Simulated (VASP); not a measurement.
Write the native input for VASP 6.6.1 that does the following.

```
Task                   : single point
Functional             : PBE
Potentials or basis    : VASP PAW PBE potentials, release 64 (Y_sv)
Cutoff                 : 500 eV
k mesh                 : 3 × 3 × 1
Occupations            : fermi-dirac, width 0.0861733 eV
Spin                   : no spin polarisation
Dipole correction      : no
Further INCAR settings : ALGO = Normal; EDIFF = 1e-06; NBANDS = 18
```

The structure of Y lies in POSCAR:

```
Y
1.0
    3.6514992371      0.0000000000      0.0000000000
   -1.8257496185      3.1622911012      0.0000000000
    0.0000000000      0.0000000000      5.7474000000
Y
2
Direct
    0.3333333333      0.6666666667      0.2500000000
    0.6666666667      0.3333333333      0.7500000000
```

One way to write it, as run:

INCAR

```
SYSTEM = Y
PREC = Accurate ; ENCUT = 500
EDIFF = 1E-6 ; ISMEAR = -1
SIGMA = 0.08617333262145177 ; LREAL = .FALSE.
LASPH = .TRUE. ; NELM = 120
ALGO = Normal ; ISIF = 2
LWAVE = .FALSE. ; LCHARG = .TRUE.
GGA = PE ; LELF = .TRUE.
LVHAR = .TRUE. ; NBANDS = 18
GGA_COMPAT = .FALSE.
```

KPOINTS

```
regular mesh
0
G
  3 3 1
  0 0 0
```

Potentials or basis: VASP PAW PBE potentials, release 64 (Y_sv).

Command:

```sh
$ cat potpaw_PBE.64/Y_sv/POTCAR > POTCAR
$ mpirun -np 1 vasp_std > vasp.out
```

It gave:

- Pressure: -3.6 GPa
- Band gap on the k mesh: zero (band 11 reaches 3.81 eV, above the bottom of band 12 at 2.52 eV)

Caveat: the k points lie up to 1.09 Å⁻¹ apart.

Run time: 7.9 s on 1 thread of Intel(R) Xeon(R) 6975P-C (Granite Rapids), on a shared host, peak memory 0.18 GiB.
